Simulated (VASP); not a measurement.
# AlCo (NiAs type) (P6_3/mmc) in VASP: further runs

Runs on AlCo (NiAs type). Level: PBE. Tasks: relaxation of shape and atoms at fixed volume, single point.

All numbers are computed with VASP 6.6.1; they aren't measurements. Logs are shortened: lines on timing, memory, paths and dates and some standing lists are left out, and cuts for length are marked.

### 1 The cell of the first run

Symmetry: P6_3/mmc, No. 194, hexagonal system. Conventional cell: a = 2.236 Å, b = 2.236 Å, c = 6.205 Å, α = 90.00°, β = 90.00°, γ = 120.00°. Within 2.7 Å of Co (site symmetry -3m) lie 6 Al at 2.02 Å and 6 Co at 2.24 Å. Al (site symmetry -6m2) has 6 Co at 2.02 Å and 6 Al at 2.24 Å within 2.7 Å.

### 2 Relaxation of shape and atoms at fixed volume, PBE

The input, INCAR:

```
SYSTEM = AlCo
PREC     = Accurate       ! precision mode
ENCUT    = 600            ! plane-wave cutoff, eV
EDIFF    = 1E-7           ! SCF threshold, eV
ISMEAR   = -1             ! smearing method
SIGMA    = 0.05           ! smearing width, eV
LREAL    = .False.        ! projectors in reciprocal space
LASPH    = .True.         ! aspherical terms in the spheres
NELM     = 100            ! most SCF steps
ALGO     = Normal         ! electronic algorithm
ISIF     = 4              ! what is computed and relaxed
LWAVE    = .False.        ! write WAVECAR
LCHARG   = .False.        ! write CHGCAR
GGA      = PE             ! functional
IBRION   = 2              ! ionic algorithm
NSW      = 50             ! ionic steps
EDIFFG   = -0.005         ! ionic threshold
```

The input, KPOINTS:

```
Automatic mesh
0
Gamma
  10 10 6
  0 0 0
```

The input, POSCAR:

```
AlCo
1.0
    2.2362696448      0.0000000000      0.0000000000
   -1.1181348224      1.9366663221      0.0000000000
    0.0000000000      0.0000000000      6.2048693012
Co Al
2 2
Direct
    0.0000000000      0.0000000000      0.0000000000
    0.0000000000      0.0000000000      0.5000000000
    0.3333333333      0.6666666667      0.2500000000
    0.6666666667      0.3333333333      0.7500000000
```

Potentials or basis: VASP PAW PBE potentials, release 64 (Co, Al).

Run with:

```
cat potpaw_PBE.64/Co/POTCAR potpaw_PBE.64/Al/POTCAR > POTCAR
mpirun -np 1 vasp_std > vasp.out
```

OUTCAR:

```text
SYSTEM = AlCo
   PREC = Accurate
   ENCUT = 600
   EDIFF = 1E-7
   ISMEAR = -1
   LREAL = .False.
   LASPH = .True.
   NELM = 100
   ISIF = 4
   GGA = PE
   IBRION = 2
   NSW = 50
   EDIFFG = -0.005

 ion  position               nearest neighbor table
   1  0.000  0.000  0.000-   3 2.02   4 2.02   3 2.02   4 2.02   4 2.02   3 2.02   4 3.01   3 3.01
                             3 3.01   4 3.01   3 3.01   4 3.01   2 3.10   2 3.10
   2  0.000  0.000  0.500-   3 2.02   4 2.02   3 2.02   4 2.02   4 2.02   3 2.02   4 3.01   3 3.01
                             3 3.01   4 3.01   3 3.01   4 3.01   1 3.10   1 3.10
   3  0.333  0.667  0.250-   1 2.02   2 2.02   1 2.02   2 2.02   1 2.02   2 2.02   1 3.01   2 3.01
                             1 3.01   2 3.01   1 3.01   2 3.01   4 3.36   4 3.36   4 3.36   4 3.36
   4  0.667  0.333  0.750-   1 2.02   2 2.02   1 2.02   2 2.02   1 2.02   2 2.02   1 3.01   2 3.01
                             1 3.01   2 3.01   1 3.01   2 3.01   3 3.36   3 3.36   3 3.36   3 3.36

  LATTYP: Found a hexagonal cell.
 ALAT       =     2.2362696448
 C/A-ratio  =     2.7746516685

  Lattice vectors:

 A1 = (   2.2362696448,   0.0000000000,   0.0000000000)
 A2 = (  -1.1181348224,   1.9366663221,   0.0000000000)
 A3 = (   0.0000000000,   0.0000000000,   6.2048693012)

Analysis of symmetry for initial positions (statically):
=====================================================================
 Subroutine PRICEL returns:
 Original cell was already a primitive cell.

 Routine SETGRP: Setting up the symmetry group for a
 hexagonal supercell.

 Subroutine GETGRP returns: Found 24 space group operations
 (whereof 12 operations were pure point group operations)
 out of a pool of 24 trial point group operations.

The static configuration has the point symmetry D_3d.
 The point group associated with its full space group is D_6h.

Analysis of symmetry for dynamics (positions and initial velocities):
=====================================================================
 Subroutine PRICEL returns:
 Original cell was already a primitive cell.

 Routine SETGRP: Setting up the symmetry group for a
 hexagonal supercell.

 Subroutine GETGRP returns: Found 24 space group operations
 (whereof 12 operations were pure point group operations)
 out of a pool of 24 trial point group operations.

The dynamic configuration has the point symmetry D_3d.
 The point group associated with its full space group is D_6h.

 Subroutine INISYM returns: Found 24 space group operations
 (whereof 12 operations are pure point group operations),
 and found     1 'primitive' translations

----------------------------------------------------------------------------------------

                                     Primitive cell

  volume of cell :      26.8727

  direct lattice vectors                    reciprocal lattice vectors
     2.236269645  0.000000000  0.000000000     0.447173266  0.258175605  0.000000000
    -1.118134822  1.936666322  0.000000000     0.000000000  0.516351211  0.000000000
     0.000000000  0.000000000  6.204869301     0.000000000  0.000000000  0.161163749

  length of vectors
     2.236269645  2.236269645  6.204869301     0.516351211  0.516351211  0.161163749

  position of ions in fractional coordinates (direct lattice)
     0.000000000  0.000000000  0.000000000
     0.000000000  0.000000000  0.500000000
     0.333333333  0.666666667  0.250000000
     0.666666667  0.333333333  0.750000000

  ion indices of the primitive-cell ions
   primitive index   ion index
                 1           1
                 2           2
                 3           3
                 4           4

----------------------------------------------------------------------------------------

 KPOINTS: Automatic mesh

Automatic generation of k-mesh.
 Grid dimensions read from file:
 generate k-points for:   10   10    6

 Generating k-lattice:

  Cartesian coordinates                     Fractional coordinates (reciprocal lattice)
     0.044717327  0.025817561  0.000000000     0.100000000 -0.000000000  0.000000000
     0.000000000  0.051635121  0.000000000     0.000000000  0.100000000  0.000000000
     0.000000000  0.000000000  0.026860625     0.000000000  0.000000000  0.166666667

  Length of vectors
     0.051635121  0.051635121  0.026860625

  Shift w.r.t. Gamma in fractional coordinates (k-lattice)
     0.000000000  0.000000000  0.000000000

 Subroutine IBZKPT returns following result:
 ===========================================

 Found     56 irreducible k-points:

 Following reciprocal coordinates:
            Coordinates               Weight
  0.000000  0.000000  0.000000      1.000000
  0.100000  0.000000  0.000000      6.000000
  0.200000  0.000000  0.000000      6.000000
  0.300000  0.000000  0.000000      6.000000
  0.400000  0.000000  0.000000      6.000000
  0.500000  0.000000  0.000000      3.000000
[... 16 lines left out ...]
  0.300000  0.100000  0.166667     24.000000
  0.400000  0.100000  0.166667     24.000000
 [... further k-points ...]
   k-points           NKPTS =     56   k-points in BZ     NKDIM =     56   number of bands    NBANDS=     16
   number of dos      NEDOS =    301   number of ions     NIONS =      4
   total plane-waves  NPLWV =  16200
   dimension x,y,z NGX =    18 NGY =   18 NGZ =   50
   dimension x,y,z NGXF=    36 NGYF=   36 NGZF=  100
   ions per type =               2   2
   NGX,Y,Z   is equivalent  to a cutoff of  13.38, 13.38, 13.40 a.u.
   NGXF,Y,Z  is equivalent  to a cutoff of  26.76, 26.76, 26.79 a.u.
 SYSTEM =  AlCo
   PREC   = accura    normal or accurate (medium, high low for compatibility)
   ISTART =      0    job   : 0-new  1-cont  2-samecut
   ICHARG =      2    charge: 1-file 2-atom 10-const
   ISPIN  =      1    spin polarized calculation?
   LNONCOLLINEAR =      F non collinear calculations
   LSORBIT =      F    spin-orbit coupling
   LASPH  =      T    aspherical Exc in radial PAW
   ENCUT  =  600.0 eV  44.10 Ry    6.64 a.u.   4.47  4.47 12.39*2*pi/ulx,y,z
   NELM   =    100;   NELMIN=  2; NELMDL= -5     # of ELM steps
   EDIFF  = 0.1E-06   stopping-criterion for ELM
   LREAL  =      F    real-space projection
   EDIFFG = -.5E-02   stopping-criterion for IOM
   NSW    =     50    number of steps for IOM
   IBRION =      2    ionic relax: 0-MD 1-quasi-New 2-CG
   NFREE  =      1    steps in history (QN), initial steepest desc. (CG)
   ISIF   =      4    stress and relaxation
   ISYM   =      2    0-nonsym 1-usesym 2-fastsym
   POTIM  = 0.5000    time-step for ionic-motion
   TEBEG  =    0.0;   TEEND  =   0.0 temperature during run
   PSTRESS=    0.0 pullay stress
   NELECT =      24.0000    total number of electrons
   NUPDOWN=      -1.0000    fix difference up-down
   EMIN   =  10.00;   EMAX   =-10.00  energy-range for DOS
   EFERMI =   0.00;   METHOD = LEGACY
   ISMEAR =    -1;   SIGMA  =   0.05  broadening in eV -4-tet -1-fermi 0-gaus
   EFERMI_NEDOS =   21; number of points for ismear=-14 and -15
   IALGO  =     38    algorithm
   IMIX   =      4    mixing-type and parameters
     AMIX     =   0.40;   BMIX     =  1.00
     AMIX_MAG =   1.60;   BMIX_MAG =  1.00
  volume/ion in A,a.u.               =       6.72        45.34
  Fermi-wavevector in a.u.,A,eV,Ry     =   1.576551  2.979250 33.817461  2.485513
  Thomas-Fermi vector in A             =   2.677367
   LORBIT       =      0    0 simple, 1 ext, 2 COOP (PROOUT), +10 PAW based schemes
   GGA     = PE    functional components
   LHFCALC =     F    Hartree Fock is set to
   AEXX    =    0.0000 exact exchange contribution
   IVDW    =     0    specifies the selected vdW correction
   LEPSILON=     F    determine dielectric tensor
   LRPA    =     F    only Hartree local field effects (RPA)
 conjugate gradient relaxation of ions
 non-spin polarized calculation
  energy-cutoff  :      600.00
  volume of cell :       26.87
 maximum number of plane-waves:       919
 NGX is ok and might be reduce to    18
   NGX =  9   NGY =  9   NGZ = 25

--------------------------------------- Ionic step        1  -------------------------------------------

 number of electron      23.9999994 magnetization

 Free energy of the ion-electron system (eV)
  ---------------------------------------------------
  ext. energy  EPLUGINS =         0.00000000
  ---------------------------------------------------
  free energy    TOTEN  =        -8.87469400 eV

  energy without entropy =       -8.86054674  energy(sigma->0) =       -8.86762037

------------------------ aborting loop because EDIFF is reached ----------------------------------------

  FORCE on cell =-STRESS in cart. coord.  units (eV):
  Direction    XX          YY          ZZ          XY          YZ          ZX
  --------------------------------------------------------------------------------------
  -------------------------------------------------------------------------------------
  Total       55.4484007     55.4484007     61.7799985      0.0000000     -0.0000000     -0.0000000
  in kB     3305.8869640   3305.8869639   3683.3829115      0.0000000     -0.0000000     -0.0000000
  external PRESSURE =    3431.7189465 kB  Pullay stress =       0.0000000 kB
[... 99 lines left out ...]
  energy  without entropy=       -8.9701418045  energy(sigma->0) =       -8.97913612

--------------------------------------- Ionic step        4  -------------------------------------------

 number of electron      23.9999997 magnetization

 Free energy of the ion-electron system (eV)
  ---------------------------------------------------
  ext. energy  EPLUGINS =         0.00000000
  ---------------------------------------------------
  free energy    TOTEN  =        -8.98820625 eV

  energy without entropy =       -8.97038534  energy(sigma->0) =       -8.97929580

 E-fermi :  20.1256     XC(G=0): -15.2110

 val. band max:       20.0576220460   @ k =   0.3000   0.0000   0.5000
 cond. band min:      20.1331801904   @ k =   0.4000   0.0000   0.0000
 fundamental gap:      0.0755581444
 Fermi energy:        20.1256269855

 k-point     1 :       0.0000    0.0000    0.0000
  band No.  band energies     occupation
      1       4.6748      2.00000
      2       7.5225      2.00000
      3       9.5291      2.00000
      4      12.9713      2.00000
      5      15.8167      2.00000
      6      16.8654      2.00000
[... 8 lines left out ...]
     15      25.8870      0.00000
     16      31.3880      0.00000
[... 420 lines left out ...]
  band No.  band energies     occupation
      1      11.2999      2.00000
      2      11.9477      2.00000
      3      13.2492      2.00000
      4      13.5237      2.00000
      5      14.1468      2.00000
      6      15.0631      2.00000
[... 8 lines left out ...]
     15      24.5236      0.00000
     16      26.2248      0.00000

 [... further k-points ...]
[... 5 lines left out ...]
  --------------------------------------------------------------------------------------
  -------------------------------------------------------------------------------------
  Total       57.4207782     57.4207782     57.4426348      0.0000000     -0.0000000      0.0000000
  in kB     3423.4820042   3423.4820041   3424.7851152      0.0000000     -0.0000000      0.0000000
  external PRESSURE =    3423.9163745 kB  Pullay stress =       0.0000000 kB
[... 19 lines left out ...]
  FREE ENERGIE OF THE ION-ELECTRON SYSTEM (eV)
  ---------------------------------------------------
  free  energy   TOTEN  =        -8.9882062544 eV

  energy  without entropy=       -8.9703853420  energy(sigma->0) =       -8.97929580

 reached required accuracy - stopping structural energy minimisation
```

Wall time 2.1 min (1 thread of Intel Xeon Platinum 8259CL at 2.50GHz (Skylake/Cascade Lake), shared host); peak memory 0.16 GiB.

Results:

- Free energy: -8.9882 eV
- Energy gained by relaxing: 28.4 meV/atom
- Ionic steps: 4
- Pressure after relaxing: 342.4 GPa
- Band gap on the k mesh: zero (band 12 reaches 21.23 eV, above the bottom of band 13 at 18.56 eV)

Stress tensor (GPa, compression positive):
```
342.35   0.00   0.00
  0.00 342.35   0.00
  0.00   0.00 342.48
```

The path:
| step | energy change (eV) | largest force (eV/Å) | pressure (GPa) | volume (Å³) |
| --- | --- | --- | --- | --- |
| 1 | 0.0000 | 0.0000 | 343.17 | 26.87 |
| 2 | -0.0869 | 0.0000 | 342.37 | 26.87 |
| 3 | -0.1134 | 0.0000 | 342.35 | 26.87 |
| 4 | -0.1135 | 0.0000 | 342.39 | 26.87 |

Final structure:
```
Co Al
1.0
     2.19730    0.00000    0.00000
    -1.09865    1.90291    0.00000
     0.00000    0.00000    6.42693
Co Al
2 2
Direct
  0.00000 0.00000 0.00000
  0.00000 0.00000 0.50000
  0.33333 0.66667 0.25000
  0.66667 0.33333 0.75000
```

Levels at points of the mesh, in eV from the Fermi level:
| k point | band 8 | band 9 | band 10 | band 11 | band 12 | band 13 | band 14 | band 15 | band 16 |
| --- | --- | --- | --- | --- | --- | --- | --- | --- | --- |
| (0.00, 0.00, 0.00) | -3.24 | -3.24 | -2.30 | -1.42 | -1.42 | -1.23 | -1.23 | 5.76 | 11.26 |
| (0.50, 0.00, 0.00) | -2.91 | -2.32 | -2.21 | -1.34 | 0.44 | 0.44 | 2.53 | 4.37 | 6.13 |
| (0.00, 0.00, 0.50) | -3.25 | -3.25 | -3.25 | -1.33 | -1.33 | -1.33 | -1.33 | 8.61 | 8.61 |
| (0.50, 0.00, 0.50) | -3.24 | -2.26 | -2.26 | 0.44 | 0.44 | 0.54 | 0.54 | 5.63 | 5.63 |

(Part 1 of 2 ends here.)
